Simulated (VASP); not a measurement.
Here is a VASP 6.6.1 calculation.

File INCAR:

```
PREC = Accurate
ENCUT = 520
EDIFF = 1E-7
ISMEAR = -1
SIGMA = 0.02
LREAL = F
LASPH = T
NELM = 60
ALGO = Normal
ISIF = 2
LWAVE = F
LCHARG = F
GGA = PE
NBANDS = 26
```

KPOINTS

```
regular mesh
0
Gamma
  12 12 6
```

The input POSCAR:

```
ZnO
1.0
    3.1868107566      0.0000000000      0.0000000000
   -1.5934053783      2.7598590723      0.0000000000
    0.0000000000      0.0000000000      5.2896435280
Zn O
2 2
Direct
    0.3333333333      0.6666666667      0.0015669153
    0.6666666667      0.3333333333      0.5015669153
    0.3333333333      0.6666666667      0.3734330847
    0.6666666667      0.3333333333      0.8734330847
```

Potentials or basis: VASP PAW PBE potentials, release 64 (Zn, O).

Run with:

```bash
$ cat potpaw_PBE.64/Zn/POTCAR potpaw_PBE.64/O/POTCAR > POTCAR
$ mpirun -np 1 vasp_std > vasp.out
```

(1) Predict the largest force.

(2) Estimate the band gap on the k mesh.

(3) Estimate the pressure.

Answers

(1) 0.022 eV/Å.

(2) 0.77 eV.

(3) 9.6 GPa.

Caveat: the cell differs from its parent crystal (epitaxial xy strain -1.5%); the cell stands under pressure.
